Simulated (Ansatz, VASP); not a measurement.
**Two plane-wave programs on Pt**

```
Pt
1.0
     0.00000    1.94683    1.91276
     1.83976    0.00000    1.91276
     1.83976    1.94683    0.00000
Pt
1
Direct
  0.00000 0.00000 0.00000
```

Change from the starting cell: normal strain along x -0.0550, normal strain along z -0.0175.

Alike in both runs: task single point; functional LDA; k mesh 20 × 20 × 20; occupations gaussian, width 0.15 eV; no spin polarisation.

|  | VASP | Ansatz |
| --- | --- | --- |
| version | VASP 6.6.1 | Ansatz 0.2.0 |
| potentials or method | VASP PAW LDA potentials, release 64 (Pt), cutoff 520 eV | scalar-relativistic, plane waves, PAW |
| valence electrons in the cell | 10 | 18 |

|  | VASP | Ansatz | Ansatz less VASP |
| --- | --- | --- | --- |
| gap on the k mesh at the Fermi level (eV) | none | none | - |
| pressure (GPa) | 29.3 | 28.2 | -1.11 |
| traceless stress, the component that is largest in VASP (GPa) | 3.82 | 3.81 | -0.007 |

LDA's correlation is that of Perdew and Zunger in VASP and of Perdew and Wang (1992) in Ansatz. A gap of «none» marks a metal or a gap that the smearing closes. Both programs put the cell under a high pressure, so it lies far from rest at this level. VASP's potentials hold 10 valence electrons a cell and Ansatz's 18, so a difference there can come from the potentials and not from the codes.

Spin-orbit coupling is off throughout.
